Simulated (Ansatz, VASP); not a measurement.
NiSb in VASP and in Ansatz

```
Ni Sb
1.0
     3.87491    0.00000    0.00000
    -1.93746    3.35577    0.00000
     0.00000    0.00000    5.05080
Ni Sb
2 2
Direct
  0.00000 0.00000 0.00000
  0.00000 0.00000 0.50000
  0.33333 0.66667 0.25000
  0.66667 0.33333 0.75000
```

Change from the starting cell: volume scaled by 0.96, no spin polarisation, PAW files.

Alike in both runs: task single point; functional PBE; k mesh 10 × 10 × 7; occupations fermi-dirac, width 0.05 eV; no spin polarisation.

```csv
,VASP,Ansatz
version,VASP 6.6.1,Ansatz 0.2.0
potentials or method,"VASP PAW PBE potentials, release 64 (Ni, Sb)","PAW with Ansatz's default frozen-core files, scalar-relativistic"
plane-wave cutoff (eV),520,420
valence electrons in the cell,30,66
```

|  | VASP | Ansatz | Ansatz less VASP |
| --- | --- | --- | --- |
| pressure (GPa) | 9.5 | 9.7 | +0.21 |
| traceless stress, the component that is largest in VASP (GPa) | -0.30 | -0.40 | -0.095 |

VASP's potentials hold 30 valence electrons a cell and Ansatz's 66, so a difference there can come from the potentials and not from the codes.

Neither program's run includes spin-orbit coupling.
